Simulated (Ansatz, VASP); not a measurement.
## Ag: VASP beside Ansatz

```
Ag
1.0
     0.00000    2.07615    2.07615
     2.07615    0.00000    2.07615
     2.07615    2.07615    0.00000
Ag
1
Cartesian
  0.0000 0.0000 0.0000
```

Alike in both runs: task relaxation of cell and atoms; functional PBE; k mesh 22 × 22 × 22; occupations gaussian, width 0.1 eV; no spin polarisation.

```csv
,VASP,Ansatz
version,VASP 6.6.1,Ansatz 0.2.0
potentials or method,"VASP PAW PBE potentials, release 64 (Ag), cutoff 600 eV","scalar-relativistic, plane waves, PAW"
valence electrons in the cell,11,19
```

VASP gave:

```
gap on the k mesh at the Fermi level, each at its own relaxed structure (eV) : none
relaxed volume (Å³/atom)                                                     : 17.81
relaxed cell length with the largest relative difference (Å)                 : 2.931
```

**Question.** What did Ansatz give for the same quantities?

**Answer.** gap on the k mesh at the Fermi level, each at its own relaxed structure (eV): none; relaxed volume (Å³/atom): 17.84; relaxed cell length with the largest relative difference (Å): 2.933.

A gap of «none» marks a metal or a gap that the smearing closes. VASP's potentials hold 11 valence electrons a cell and Ansatz's 19, so a difference there can come from the potentials and not from the codes.
